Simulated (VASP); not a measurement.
# Rb (Im-3m) in VASP: notebook

Runs on Rb. Level: PBE. Tasks: single point.

Program: VASP 6.6.1. These are calculated values, not measurements. Logs are shortened: lines on timing, memory, paths and dates and some standing lists are left out, and cuts for length are marked.

## (1) The cell of the first run

The structure is cubic, space group Im-3m (No. 229). Conventional cell: a = 5.673 Å, b = 5.673 Å, c = 5.673 Å, α = 90.00°, β = 90.00°, γ = 90.00°.

## (2) Single point, PBE

INCAR reads:

```
SYSTEM = Rb
ALGO = Normal ; EDIFF = 1E-6
ENCUT = 500 ; GGA = PE
GGA_COMPAT = .FALSE. ; ISIF = 2
ISMEAR = -1 ; LASPH = .TRUE.
LCHARG = .FALSE. ; LREAL = .FALSE.
LWAVE = .FALSE. ; NBANDS = 10
NELM = 120 ; PREC = Accurate
SIGMA = 0.1
```

KPOINTS reads:

```
k-points
0
G
  4 4 4
  0 0 0
```

POSCAR reads:

```
Rb
1.0
    2.8364043694      2.8364043694      2.8364043694
   -2.8364043694      2.8364043694      2.8364043694
   -2.8364043694     -2.8364043694      2.8364043694
Rb
1
Direct
    0.0000000000      0.0000000000      0.0000000000
```

Potentials or basis: VASP PAW PBE potentials, release 64 (Rb_sv).

Started as:

```
cat potpaw_PBE.64/Rb_sv/POTCAR > POTCAR
mpirun -np 1 vasp_std > vasp.out
```

OUTCAR:

```text
SYSTEM = Rb
   EDIFF = 1E-6
   ENCUT = 500
   GGA = PE
   ISIF = 2
   ISMEAR = -1
   LASPH = .TRUE.
   LREAL = .FALSE.
   NELM = 120
   PREC = Accurate

 ion  position               nearest neighbor table
   1  0.000  0.000  0.000-

  LATTYP: Found a body centered cubic cell.
 ALAT       =     5.6728087388

  Lattice vectors:

 A1 = (   2.8364043694,  -2.8364043694,  -2.8364043694)
 A2 = (   2.8364043694,   2.8364043694,   2.8364043694)
 A3 = (  -2.8364043694,  -2.8364043694,   2.8364043694)

Analysis of symmetry for initial positions (statically):
=====================================================================
 Subroutine PRICEL returns:
 Original cell was already a primitive cell.

 Routine SETGRP: Setting up the symmetry group for a
 body centered cubic supercell.

 Subroutine GETGRP returns: Found 48 space group operations
 (whereof 48 operations were pure point group operations)
 out of a pool of 48 trial point group operations.

The static configuration has the point symmetry O_h .

Analysis of symmetry for dynamics (positions and initial velocities):
=====================================================================
 Subroutine PRICEL returns:
 Original cell was already a primitive cell.

 Routine SETGRP: Setting up the symmetry group for a
 body centered cubic supercell.

 Subroutine GETGRP returns: Found 48 space group operations
 (whereof 48 operations were pure point group operations)
 out of a pool of 48 trial point group operations.

The dynamic configuration has the point symmetry O_h .

 Subroutine INISYM returns: Found 48 space group operations
 (whereof 48 operations are pure point group operations),
 and found     1 'primitive' translations

----------------------------------------------------------------------------------------

                                     Primitive cell

  volume of cell :      91.2776

  direct lattice vectors                    reciprocal lattice vectors
     2.836404369  2.836404369  2.836404369     0.176279520  0.000000000  0.176279520
    -2.836404369  2.836404369  2.836404369    -0.176279520  0.176279520  0.000000000
    -2.836404369 -2.836404369  2.836404369     0.000000000 -0.176279520  0.176279520

  length of vectors
     4.912796479  4.912796479  4.912796479     0.249296888  0.249296888  0.249296888

  position of ions in fractional coordinates (direct lattice)
     0.000000000  0.000000000  0.000000000

  ion indices of the primitive-cell ions
   primitive index   ion index
                 1           1

----------------------------------------------------------------------------------------

 KPOINTS: k-points

Automatic generation of k-mesh.
 Grid dimensions read from file:
 generate k-points for:    4    4    4

 Generating k-lattice:

  Cartesian coordinates                     Fractional coordinates (reciprocal lattice)
     0.044069880  0.000000000  0.044069880     0.250000000  0.000000000  0.000000000
    -0.044069880  0.044069880  0.000000000     0.000000000  0.250000000  0.000000000
     0.000000000 -0.044069880  0.044069880     0.000000000  0.000000000  0.250000000

  Length of vectors
     0.062324222  0.062324222  0.062324222

  Shift w.r.t. Gamma in fractional coordinates (k-lattice)
     0.000000000  0.000000000  0.000000000

 Subroutine IBZKPT returns following result:
 ===========================================

 Found      8 irreducible k-points:

 Following reciprocal coordinates:
            Coordinates               Weight
  0.000000  0.000000  0.000000      1.000000
  0.250000  0.000000  0.000000     12.000000
  0.500000  0.000000  0.000000      6.000000
  0.500000  0.250000  0.000000     24.000000
  0.250000  0.250000  0.250000      6.000000
  0.500000  0.250000  0.250000     12.000000
  0.250000 -0.250000  0.250000      2.000000
  0.500000  0.500000  0.500000      1.000000
   k-points           NKPTS =      8   k-points in BZ     NKDIM =      8   number of bands    NBANDS=     10
   number of dos      NEDOS =    301   number of ions     NIONS =      1
   total plane-waves  NPLWV =  46656
   dimension x,y,z NGX =    36 NGY =   36 NGZ =   36
   dimension x,y,z NGXF=    72 NGYF=   72 NGZF=   72
   ions per type =               1
   NGX,Y,Z   is equivalent  to a cutoff of  12.18, 12.18, 12.18 a.u.
   NGXF,Y,Z  is equivalent  to a cutoff of  24.36, 24.36, 24.36 a.u.
 SYSTEM =  Rb
   PREC   = accura    normal or accurate (medium, high low for compatibility)
   ISTART =      0    job   : 0-new  1-cont  2-samecut
   ICHARG =      2    charge: 1-file 2-atom 10-const
   ISPIN  =      1    spin polarized calculation?
   LNONCOLLINEAR =      F non collinear calculations
   LSORBIT =      F    spin-orbit coupling
   LASPH  =      T    aspherical Exc in radial PAW
   ENCUT  =  500.0 eV  36.75 Ry    6.06 a.u.   8.96  8.96  8.96*2*pi/ulx,y,z
   NELM   =    120;   NELMIN=  2; NELMDL= -5     # of ELM steps
   EDIFF  = 0.1E-05   stopping-criterion for ELM
   LREAL  =      F    real-space projection
   EDIFFG = 0.1E-04   stopping-criterion for IOM
   NSW    =      0    number of steps for IOM
   IBRION =     -1    ionic relax: 0-MD 1-quasi-New 2-CG
   NFREE  =      0    steps in history (QN), initial steepest desc. (CG)
   ISIF   =      2    stress and relaxation
   ISYM   =      2    0-nonsym 1-usesym 2-fastsym
   POTIM  = 0.5000    time-step for ionic-motion
   TEBEG  =    0.0;   TEEND  =   0.0 temperature during run
   PSTRESS=    0.0 pullay stress
   NELECT =       9.0000    total number of electrons
   NUPDOWN=      -1.0000    fix difference up-down
   EMIN   =  10.00;   EMAX   =-10.00  energy-range for DOS
   EFERMI =   0.00;   METHOD = LEGACY
   ISMEAR =    -1;   SIGMA  =   0.10  broadening in eV -4-tet -1-fermi 0-gaus
   EFERMI_NEDOS =   21; number of points for ismear=-14 and -15
   IALGO  =     38    algorithm
   IMIX   =      4    mixing-type and parameters
     AMIX     =   0.40;   BMIX     =  1.00
     AMIX_MAG =   1.60;   BMIX_MAG =  1.00
  volume/ion in A,a.u.               =      91.28       615.97
  Fermi-wavevector in a.u.,A,eV,Ry     =   0.756312  1.429222  7.782634  0.572007
  Thomas-Fermi vector in A             =   1.854404
   LORBIT       =      0    0 simple, 1 ext, 2 COOP (PROOUT), +10 PAW based schemes
   GGA     = PE    functional components
   LHFCALC =     F    Hartree Fock is set to
   AEXX    =    0.0000 exact exchange contribution
   IVDW    =     0    specifies the selected vdW correction
   LEPSILON=     F    determine dielectric tensor
   LRPA    =     F    only Hartree local field effects (RPA)
 non-spin polarized calculation
  energy-cutoff  :      500.00
  volume of cell :       91.28
 maximum number of plane-waves:      2340
 NGX is ok and might be reduce to    36
   NGX = 17   NGY = 17   NGZ = 17

 number of electron       9.0000000 magnetization

 Free energy of the ion-electron system (eV)
  ---------------------------------------------------
  ext. energy  EPLUGINS =         0.00000000
  ---------------------------------------------------
  free energy    TOTEN  =        -0.91604409 eV

  energy without entropy =       -0.85866381  energy(sigma->0) =       -0.88735395

 E-fermi :  -0.0053     XC(G=0):  -5.4590

 val. band max:       -0.0146481190   @ k =   0.5000   0.2500   0.0000
 cond. band min:       0.2452614068   @ k =   0.5000   0.0000   0.0000
 fundamental gap:      0.2599095258
 Fermi energy:        -0.0053330667

 k-point     1 :       0.0000    0.0000    0.0000
  band No.  band energies     occupation
      1     -28.8968      2.00000
      2     -12.9398      2.00000
      3     -12.9398      2.00000
      4     -12.9398      2.00000
      5      -1.9628      2.00000
      6       3.6819      0.00000
      7       3.6819      0.00000
      8       3.6819      0.00000
      9       4.6132      0.00000
     10       4.6132      0.00000

 k-point     2 :       0.2500    0.0000    0.0000
  band No.  band energies     occupation
      1     -28.8948      2.00000
      2     -12.9877      2.00000
      3     -12.9557      2.00000
      4     -12.9398      2.00000
      5      -1.2563      1.99999
      6       2.4681      0.00000
      7       3.0188      0.00000
      8       4.3441      0.00000
      9       4.4352      0.00000
     10       4.5308      0.00000

 k-point     3 :       0.5000    0.0000    0.0000
  band No.  band energies     occupation
      1     -28.8927      2.00000
      2     -13.0343      2.00000
      3     -12.9715      2.00000
      4     -12.9398      2.00000
      5       0.2453      0.15088
      6       0.7822      0.00076
      7       2.5901      0.00000
      8       4.2517      0.00000
      9       5.1573      0.00000
     10       5.2313      0.00000

 k-point     4 :       0.5000    0.2500    0.0000
  band No.  band energies     occupation
      1     -28.8927      2.00000
      2     -13.0170      2.00000
      3     -12.9794      2.00000
      4     -12.9496      2.00000
      5      -0.0146      1.04654
      6       1.5942      0.00000
      7       2.0129      0.00000
      8       4.1794      0.00000
      9       4.4474      0.00000
     10       5.2446      0.00000

 k-point     5 :       0.2500    0.2500    0.2500
  band No.  band energies     occupation
      1     -28.8929      2.00000
      2     -12.9890      2.00000
      3     -12.9728      2.00000
      4     -12.9728      2.00000
      5      -0.6024      1.99491
      6       2.3338      0.00000
      7       3.0472      0.00000
      8       3.0472      0.00000
      9       4.4374      0.00000
     10       4.5593      0.00000

 k-point     6 :       0.5000    0.2500    0.2500
  band No.  band energies     occupation
      1     -28.8911      2.00000
      2     -13.0210      2.00000
      3     -12.9897      2.00000
      4     -12.9741      2.00000
      5       0.9249      0.00018
      6       0.9594      0.00013
      7       2.6726      0.00000
      8       2.9111      0.00000
      9       4.2422      0.00000
     10       5.8363      0.00000

 k-point     7 :       0.2500   -0.2500    0.2500
  band No.  band energies     occupation
      1     -28.8925      2.00000
      2     -12.9860      2.00000
      3     -12.9860      2.00000
      4     -12.9860      2.00000
      5       1.3010      0.00000
      6       1.3010      0.00000
      7       1.3010      0.00000
      8       2.5845      0.00000
      9       5.3388      0.00000
     10       5.3388      0.00000

 k-point     8 :       0.5000    0.5000    0.5000
  band No.  band energies     occupation
      1     -28.8894      2.00000
      2     -13.0077      2.00000
      3     -13.0077      2.00000
      4     -13.0077      2.00000
      5       1.2653      0.00001
      6       1.2653      0.00001
      7       3.2479      0.00000
      8       3.2479      0.00000
      9       3.2479      0.00000
     10       4.7808      0.00000

------------------------ aborting loop because EDIFF is reached ----------------------------------------

  FORCE on cell =-STRESS in cart. coord.  units (eV):
  Direction    XX          YY          ZZ          XY          YZ          ZX
  --------------------------------------------------------------------------------------
  -------------------------------------------------------------------------------------
  Total        0.0392345      0.0392345      0.0392345     -0.0000000      0.0000000     -0.0000000
  in kB        0.6886747      0.6886747      0.6886747     -0.0000000      0.0000000     -0.0000000
  external PRESSURE =       0.6886747 kB  Pullay stress =       0.0000000 kB

 VOLUME and BASIS-vectors are now :
 -----------------------------------------------------------------------------
  energy-cutoff  :      500.00
  volume of cell :       91.28
      direct lattice vectors                 reciprocal lattice vectors
     2.836404369  2.836404369  2.836404369     0.176279520  0.000000000  0.176279520
    -2.836404369  2.836404369  2.836404369    -0.176279520  0.176279520  0.000000000
    -2.836404369 -2.836404369  2.836404369     0.000000000 -0.176279520  0.176279520

 POSITION                                       TOTAL-FORCE (eV/Angst)
 -----------------------------------------------------------------------------------
      0.00000      0.00000      0.00000        -0.000000     -0.000000      0.000000
 -----------------------------------------------------------------------------------
    total drift:                                0.000000      0.000000      0.000000

  FREE ENERGIE OF THE ION-ELECTRON SYSTEM (eV)
  ---------------------------------------------------
  free  energy   TOTEN  =        -0.9160440867 eV

  energy  without entropy=       -0.8586638055  energy(sigma->0) =       -0.88735395
```

Run time: 4.5 s. Hardware: 1 thread of Intel Xeon 6975P-C (Granite Rapids), shared host; peak memory 0.19 GiB.

Results:

| Item | Value |
| --- | --- |
| Free energy | -0.9160 eV |
| Pressure | 0.1 GPa |

Levels at points of the mesh, in eV from the Fermi level:
```tsv
k point	band 1	band 2	band 3	band 4	band 5	band 6	band 7	band 8	band 9
(0.00, 0.00, 0.00)	-28.89	-12.93	-12.93	-12.93	-1.96	3.69	3.69	3.69	4.62
(0.50, 0.00, 0.00)	-28.89	-13.03	-12.97	-12.93	0.25	0.79	2.60	4.26	5.16
(0.50, 0.50, 0.50)	-28.88	-13.00	-13.00	-13.00	1.27	1.27	3.25	3.25	3.25
```

Caveat: the k points lie up to 0.39 Å⁻¹ apart.

(Part 1 of 2 ends here.)
